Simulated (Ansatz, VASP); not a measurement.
# One calculation of ScAl2N3, two programs

```
CELL_PARAMETERS angstrom
2.79937 1.61622 3.18713
-2.79937 1.61622 3.18713
0.00000 -3.23243 3.18713
ATOMIC_POSITIONS crystal
Sc 0.00000 0.00000 0.00000
Al 0.74028 0.74028 0.74028
Al 0.25972 0.25972 0.25972
N 0.00000 0.00000 0.50000
N 0.50000 0.00000 0.00000
N 0.00000 0.50000 0.00000
```

Alike in both runs: functional PBE; k mesh 3 × 3 × 3; occupations gaussian, width 0.15 eV; no spin polarisation.

Ansatz relaxed the structure, and its values are those at the end. VASP's run is a single point on that final structure, the one shown.

|  | VASP | Ansatz |
| --- | --- | --- |
| version | VASP 6.6.1 | Ansatz 0.2.0 |
| potentials or method | VASP PAW PBE potentials, release 64 (Sc_sv, Al, N), cutoff 600 eV | scalar-relativistic, plane waves, PAW |
| valence electrons in the cell | 32 | 32 |

Ansatz gave:

- gap on the k mesh at the Fermi level (eV): none
- pressure (GPa): 0.0
- rms of the force components (eV/Å): 0.023

Problem. Estimate VASP's values.

Solution. gap on the k mesh at the Fermi level (eV): none; pressure (GPa): 0.2; rms of the force components (eV/Å): 0.025.

A gap of «none» marks a metal or a gap that the smearing closes.

The k mesh is coarse, so the values compare programs but aren't converged.
